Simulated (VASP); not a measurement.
# Nb2H3 (P4/mmm) in VASP: relaxation of cell and atoms with PBE

Aim: the relaxation of cell and atoms of Nb2H3 with PBE.

Program: VASP 6.6.1. These are calculated values, not measurements. Logs are shortened: lines on timing, memory, paths and dates and some standing lists are left out, and cuts for length are marked.

**1. The cell of the first run**

Symmetry: P4/mmm, No. 123, tetragonal system. Conventional cell: a = 5.866 Å, b = 5.866 Å, c = 3.163 Å, α = 90.00°, β = 90.00°, γ = 90.00°. Nb (site symmetry m2m) has 4 H at 1.82 to 2.08 Å within 2.4 Å. Within 2.4 Å of H (site symmetry m2m) lie 2 Nb at 1.82 Å and 2 H at 1.93 Å. Within 2.8 Å of H (site symmetry mmm) lie 4 Nb at 2.08 Å and 8 H at 2.70 Å.

The cell was built from a structure type or drawn by symmetry, and may not be a known phase.

**2. Relaxation of cell and atoms, PBE**

File INCAR:

```
PREC = Accurate ; ENCUT = 600
EDIFF = 1E-6 ; ISMEAR = 0
SIGMA = 0.1 ; LREAL = False
LASPH = True ; NELM = 80
ALGO = Normal ; ISIF = 3
LWAVE = False ; LCHARG = False
GGA = PE ; IBRION = 2
NSW = 100 ; EDIFFG = -0.01
```

File KPOINTS:

```
regular mesh
0
Gamma
  6 6 12
```

File POSCAR:

```
Nb2H3
1.0
    5.8656805370      0.0000000000      0.0000000000
    0.0000000000      5.8656805370      0.0000000000
    0.0000000000      0.0000000000      3.1626009731
Nb H
4 6
Direct
    0.2269942456      0.2269942456      0.0000000000
    0.7730057544      0.7730057544      0.0000000000
    0.7730057544      0.2269942456      0.0000000000
    0.2269942456      0.7730057544      0.0000000000
    0.3354837572      0.3354837572      0.5000000000
    0.6645162428      0.6645162428      0.5000000000
    0.6645162428      0.3354837572      0.5000000000
    0.3354837572      0.6645162428      0.5000000000
    0.0000000000      0.5000000000      0.0000000000
    0.5000000000      0.0000000000      0.0000000000
```

Potentials or basis: VASP PAW PBE potentials, release 64 (Nb_sv, H).

Command:

```console
> cat potpaw_PBE.64/Nb_sv/POTCAR potpaw_PBE.64/H/POTCAR > POTCAR
> mpirun -np 1 vasp_std > vasp.out
```

OUTCAR:

```text
PREC = Accurate
   ENCUT = 600
   EDIFF = 1E-6
   ISMEAR = 0
   LREAL = False
   LASPH = True
   NELM = 80
   ISIF = 3
   GGA = PE
   IBRION = 2
   NSW = 100
   EDIFFG = -0.01

 ion  position               nearest neighbor table
   1  0.227  0.227  0.000-   5 1.82   5 1.82   3 2.66   4 2.66
   2  0.773  0.773  0.000-   6 1.82   6 1.82   3 2.66   4 2.66
   3  0.773  0.227  0.000-   7 1.82   7 1.82   1 2.66   2 2.66
   4  0.227  0.773  0.000-   8 1.82   8 1.82   1 2.66   2 2.66
   5  0.335  0.335  0.500-   1 1.82   1 1.82
   6  0.665  0.665  0.500-   2 1.82   2 1.82
   7  0.665  0.335  0.500-   3 1.82   3 1.82
   8  0.335  0.665  0.500-   4 1.82   4 1.82
   9  0.000  0.500  0.000-
  10  0.500  0.000  0.000-

  LATTYP: Found a simple tetragonal cell.
 ALAT       =     5.8656805370
 C/A-ratio  =     0.5391703406

  Lattice vectors:

 A1 = (   5.8656805370,   0.0000000000,   0.0000000000)
 A2 = (   0.0000000000,   5.8656805370,   0.0000000000)
 A3 = (   0.0000000000,   0.0000000000,   3.1626009731)

Analysis of symmetry for initial positions (statically):
=====================================================================
 Subroutine PRICEL returns:
 Original cell was already a primitive cell.

 Routine SETGRP: Setting up the symmetry group for a
 simple tetragonal supercell.

 Subroutine GETGRP returns: Found 16 space group operations
 (whereof 16 operations were pure point group operations)
 out of a pool of 16 trial point group operations.

The static configuration has the point symmetry D_4h.

Analysis of symmetry for dynamics (positions and initial velocities):
=====================================================================
 Subroutine PRICEL returns:
 Original cell was already a primitive cell.

 Routine SETGRP: Setting up the symmetry group for a
 simple tetragonal supercell.

 Subroutine GETGRP returns: Found 16 space group operations
 (whereof 16 operations were pure point group operations)
 out of a pool of 16 trial point group operations.

The dynamic configuration has the point symmetry D_4h.

 Subroutine INISYM returns: Found 16 space group operations
 (whereof 16 operations are pure point group operations),
 and found     1 'primitive' translations

----------------------------------------------------------------------------------------

                                     Primitive cell

  volume of cell :     108.8131

  direct lattice vectors                    reciprocal lattice vectors
     5.865680537  0.000000000  0.000000000     0.170483202  0.000000000  0.000000000
     0.000000000  5.865680537  0.000000000     0.000000000  0.170483202  0.000000000
     0.000000000  0.000000000  3.162600973     0.000000000  0.000000000  0.316195438

  length of vectors
     5.865680537  5.865680537  3.162600973     0.170483202  0.170483202  0.316195438

  position of ions in fractional coordinates (direct lattice)
     0.226994246  0.226994246  0.000000000
     0.773005754  0.773005754  0.000000000
     0.773005754  0.226994246  0.000000000
     0.226994246  0.773005754  0.000000000
     0.335483757  0.335483757  0.500000000
     0.664516243  0.664516243  0.500000000
     0.664516243  0.335483757  0.500000000
     0.335483757  0.664516243  0.500000000
     0.000000000  0.500000000  0.000000000
     0.500000000  0.000000000  0.000000000

  ion indices of the primitive-cell ions
   primitive index   ion index
                 1           1
                 2           2
                 3           3
                 4           4
                 5           5
                 6           6
                 7           7
                 8           8
                 9           9
                10          10

----------------------------------------------------------------------------------------

 KPOINTS: regular mesh

Automatic generation of k-mesh.
 Grid dimensions read from file:
 generate k-points for:    6    6   12

 Generating k-lattice:

  Cartesian coordinates                     Fractional coordinates (reciprocal lattice)
     0.028413867  0.000000000  0.000000000     0.166666667  0.000000000  0.000000000
     0.000000000  0.028413867  0.000000000     0.000000000  0.166666667  0.000000000
     0.000000000  0.000000000  0.026349620     0.000000000  0.000000000  0.083333333

  Length of vectors
     0.028413867  0.028413867  0.026349620

  Shift w.r.t. Gamma in fractional coordinates (k-lattice)
     0.000000000  0.000000000  0.000000000

 Subroutine IBZKPT returns following result:
 ===========================================

 Found     70 irreducible k-points:

 Following reciprocal coordinates:
            Coordinates               Weight
  0.000000  0.000000  0.000000      1.000000
  0.166667  0.000000  0.000000      4.000000
  0.333333  0.000000  0.000000      4.000000
  0.500000  0.000000  0.000000      2.000000
  0.166667  0.166667  0.000000      4.000000
  0.333333  0.166667  0.000000      8.000000
[... 16 lines left out ...]
  0.333333  0.000000  0.166667      8.000000
  0.500000  0.000000  0.166667      4.000000
 [... further k-points ...]
   k-points           NKPTS =     70   k-points in BZ     NKDIM =     70   number of bands    NBANDS=     35
   number of dos      NEDOS =    301   number of ions     NIONS =     10
   total plane-waves  NPLWV =  64512
   dimension x,y,z NGX =    48 NGY =   48 NGZ =   28
   dimension x,y,z NGXF=    96 NGYF=   96 NGZF=   56
   ions per type =               4   6
   NGX,Y,Z   is equivalent  to a cutoff of  13.60, 13.60, 14.72 a.u.
   NGXF,Y,Z  is equivalent  to a cutoff of  27.21, 27.21, 29.44 a.u.
 SYSTEM =  unknown system
   PREC   = accura    normal or accurate (medium, high low for compatibility)
   ISTART =      0    job   : 0-new  1-cont  2-samecut
   ICHARG =      2    charge: 1-file 2-atom 10-const
   ISPIN  =      1    spin polarized calculation?
   LNONCOLLINEAR =      F non collinear calculations
   LSORBIT =      F    spin-orbit coupling
   LASPH  =      T    aspherical Exc in radial PAW
   ENCUT  =  600.0 eV  44.10 Ry    6.64 a.u.  11.72 11.72  6.32*2*pi/ulx,y,z
   NELM   =     80;   NELMIN=  2; NELMDL= -5     # of ELM steps
   EDIFF  = 0.1E-05   stopping-criterion for ELM
   LREAL  =      F    real-space projection
   EDIFFG = -.1E-01   stopping-criterion for IOM
   NSW    =    100    number of steps for IOM
   IBRION =      2    ionic relax: 0-MD 1-quasi-New 2-CG
   NFREE  =      1    steps in history (QN), initial steepest desc. (CG)
   ISIF   =      3    stress and relaxation
   ISYM   =      2    0-nonsym 1-usesym 2-fastsym
   POTIM  = 0.5000    time-step for ionic-motion
   TEBEG  =    0.0;   TEEND  =   0.0 temperature during run
   PSTRESS=    0.0 pullay stress
   NELECT =      58.0000    total number of electrons
   NUPDOWN=      -1.0000    fix difference up-down
   EMIN   =  10.00;   EMAX   =-10.00  energy-range for DOS
   EFERMI =   0.00;   METHOD = LEGACY
   ISMEAR =     0;   SIGMA  =   0.10  broadening in eV -4-tet -1-fermi 0-gaus
   EFERMI_NEDOS =   21; number of points for ismear=-14 and -15
   IALGO  =     38    algorithm
   IMIX   =      4    mixing-type and parameters
     AMIX     =   0.40;   BMIX     =  1.00
     AMIX_MAG =   1.60;   BMIX_MAG =  1.00
  volume/ion in A,a.u.               =      10.88        73.43
  Fermi-wavevector in a.u.,A,eV,Ry     =   1.327365  2.508356 23.972082  1.761898
  Thomas-Fermi vector in A             =   2.456683
   LORBIT       =      0    0 simple, 1 ext, 2 COOP (PROOUT), +10 PAW based schemes
   GGA     = PE    functional components
   LHFCALC =     F    Hartree Fock is set to
   AEXX    =    0.0000 exact exchange contribution
   IVDW    =     0    specifies the selected vdW correction
   LEPSILON=     F    determine dielectric tensor
   LRPA    =     F    only Hartree local field effects (RPA)
 conjugate gradient relaxation of ions
 non-spin polarized calculation
 Gauss-broadening in eV      SIGMA  =   0.10
  energy-cutoff  :      600.00
  volume of cell :      108.81
 maximum number of plane-waves:      3668
 NGX is ok and might be reduce to    48
   NGX = 23   NGY = 23   NGZ = 13

--------------------------------------- Ionic step        1  -------------------------------------------

 number of electron      58.0000002 magnetization

 Free energy of the ion-electron system (eV)
  ---------------------------------------------------
  ext. energy  EPLUGINS =         0.00000000
  ---------------------------------------------------
  free energy    TOTEN  =       -57.55861875 eV

  energy without entropy =      -57.54138921  energy(sigma->0) =      -57.55000398

------------------------ aborting loop because EDIFF is reached ----------------------------------------

  FORCE on cell =-STRESS in cart. coord.  units (eV):
  Direction    XX          YY          ZZ          XY          YZ          ZX
  --------------------------------------------------------------------------------------
  -------------------------------------------------------------------------------------
  Total        0.0842365      0.0842365     -0.3811362      0.0000000      0.0000000      0.0000000
  in kB        1.2403091      1.2403091     -5.6118948      0.0000000      0.0000000      0.0000000
  external PRESSURE =      -1.0437589 kB  Pullay stress =       0.0000000 kB
[... 161 lines left out ...]
  energy  without entropy=      -57.5420877195  energy(sigma->0) =      -57.55058192

--------------------------------------- Ionic step        5  -------------------------------------------

 number of electron      58.0000003 magnetization

 Free energy of the ion-electron system (eV)
  ---------------------------------------------------
  ext. energy  EPLUGINS =         0.00000000
  ---------------------------------------------------
  free energy    TOTEN  =       -57.55913980 eV

  energy without entropy =      -57.54244042  energy(sigma->0) =      -57.55079011

 E-fermi :   7.1510     XC(G=0): -10.9961

 val. band max:        7.1389795359   @ k =   0.3333   0.1667   0.0833
 cond. band min:       7.1818025948   @ k =   0.3333   0.3333   0.1667
 fundamental gap:      0.0428230588
 Fermi energy:         7.1510395182

 k-point     1 :       0.0000    0.0000    0.0000
  band No.  band energies     occupation
      1     -47.6755      2.00000
      2     -47.5470      2.00000
      3     -47.5470      2.00000
      4     -47.4225      2.00000
      5     -24.2799      2.00000
      6     -24.1942      2.00000
[... 901 lines left out ...]
     34       8.9953      0.00000
     35       9.5331      0.00000

 [... further k-points ...]

------------------------ aborting loop because EDIFF is reached ----------------------------------------

  FORCE on cell =-STRESS in cart. coord.  units (eV):
  Direction    XX          YY          ZZ          XY          YZ          ZX
  --------------------------------------------------------------------------------------
  -------------------------------------------------------------------------------------
  Total       -0.0044823     -0.0044823      0.0015084      0.0000000     -0.0000000     -0.0000000
  in kB       -0.0659968     -0.0659968      0.0222091      0.0000000     -0.0000000     -0.0000000
  external PRESSURE =      -0.0365948 kB  Pullay stress =       0.0000000 kB
[... 25 lines left out ...]
  FREE ENERGIE OF THE ION-ELECTRON SYSTEM (eV)
  ---------------------------------------------------
  free  energy   TOTEN  =       -57.5591398000 eV

  energy  without entropy=      -57.5424404204  energy(sigma->0) =      -57.55079011

 reached required accuracy - stopping structural energy minimisation
```

It took 23 min on 1 thread of Intel Xeon 8259CL, shared host; peak memory 0.42 GiB.

Results:

```yaml
Free_energy: -57.5591 eV
Energy_gained_by_relaxing: 0.1 meV/atom
Ionic_steps: 5
Pressure_after_relaxing: 0.0 GPa
Largest_force_after_relaxing: 0.004 eV/Å
Band_gap_on_the_k_mesh: zero (bands 29 and 30 overlap by 1.36 eV)
```

Forces in eV/Å, atoms in the order of the input:
```
Nb   0.003  0.003  0.000
Nb  -0.003 -0.003  0.000
Nb  -0.003  0.003  0.000
Nb   0.003 -0.003  0.000
H    0.001  0.001  0.000
H   -0.001 -0.001  0.000
H   -0.001  0.001  0.000
H    0.001 -0.001  0.000
H    0.000  0.000  0.000
H    0.000  0.000  0.000
```

Step by step:
| step | energy change (eV) | largest force (eV/Å) | pressure (GPa) | volume (Å³) |
| --- | --- | --- | --- | --- |
| 1 | 0.0000 | 0.0232 | -0.10 | 108.81 |
| 2 | -0.0004 | 0.0301 | 0.06 | 108.70 |
| 3 | -0.0004 | 0.0216 | 0.04 | 108.72 |
| 4 | -0.0005 | 0.0138 | 0.03 | 108.75 |
| 5 | -0.0005 | 0.0043 | 0.00 | 108.82 |

Final structure:
```
Nb H
1.0
     5.87275    0.00000    0.00000
     0.00000    5.87275    0.00000
     0.00000    0.00000    3.15506
Nb H
4 6
Direct
  0.22668 0.22668 0.00000
  0.77332 0.77332 0.00000
  0.77332 0.22668 0.00000
  0.22668 0.77332 0.00000
  0.33534 0.33534 0.50000
  0.66466 0.66466 0.50000
  0.66466 0.33534 0.50000
  0.33534 0.66466 0.50000
  0.00000 0.50000 0.00000
  0.50000 0.00000 0.00000
```
